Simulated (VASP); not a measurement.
Wanted: the native input for a VASP 6.6.1 run.

- Task: single point
- Functional: PBEsol
- Dispersion: D3(BJ)
- Potentials or basis: VASP PAW PBE potentials, release 64 (Ge_d)
- Cutoff: 520 eV
- k mesh: 8 × 8 × 4
- Occupations: gaussian, width 0.1 eV
- Spin: no spin polarisation
- Dipole correction: no
- Further INCAR settings: ALGO = Normal; EDIFF = 1e-07; NBANDS = 21

The structure of Ge lies in POSCAR:

```
Ge
1.0
    1.4880529250     -2.5946896100      0.0000000000
    1.4880529250      2.5946896100      0.0000000000
    0.0000000000      0.0000000000      4.7275957900
Ge
2
Direct
    0.6665533700      0.3334466300      0.2500000000
    0.3334466300      0.6665533700      0.7500000000
```

This isn't the form of Ge at room conditions, which is diamond.

The input as run:

INCAR

```
PREC     = Accurate       # precision mode
ENCUT    = 520            # plane-wave cutoff, eV
EDIFF    = 1E-7           # SCF threshold, eV
ISMEAR   = 0              # smearing method
SIGMA    = 0.1            # smearing width, eV
LREAL    = False          # projectors in reciprocal space
LASPH    = True           # aspherical terms in the spheres
NELM     = 80             # most SCF steps
ALGO     = Normal         # electronic algorithm
ISIF     = 2              # what is computed and relaxed
LWAVE    = False          # write WAVECAR
LCHARG   = False          # write CHGCAR
GGA      = PS             # functional
IVDW     = 12             # dispersion correction
NBANDS   = 21             # bands
```

KPOINTS

```
regular mesh
0
Gamma
  8 8 4
```

Potentials or basis: VASP PAW PBE potentials, release 64 (Ge_d).

The run is started by

```console
$ cat potpaw_PBE.64/Ge_d/POTCAR > POTCAR
$ mpirun -np 1 vasp_std > vasp.out
```

Results of the run:

| Quantity | Value |
| --- | --- |
| Pressure | -2.8 GPa |
| Largest force | 0.006 eV/Å |
| Band gap on the k mesh | zero (bands 14 and 15 overlap by 9.06 eV) |
| Dispersion energy per atom | -0.339 eV |

Caveat: the PAW data sets were made with another functional, which shifts forces and pressure a little.

It took 32 s on 1 thread of Intel(R) Xeon(R) Platinum 8259CL CPU @ 2.50GHz (Skylake/Cascade Lake), with other jobs on the host, peak memory 0.18 GiB.
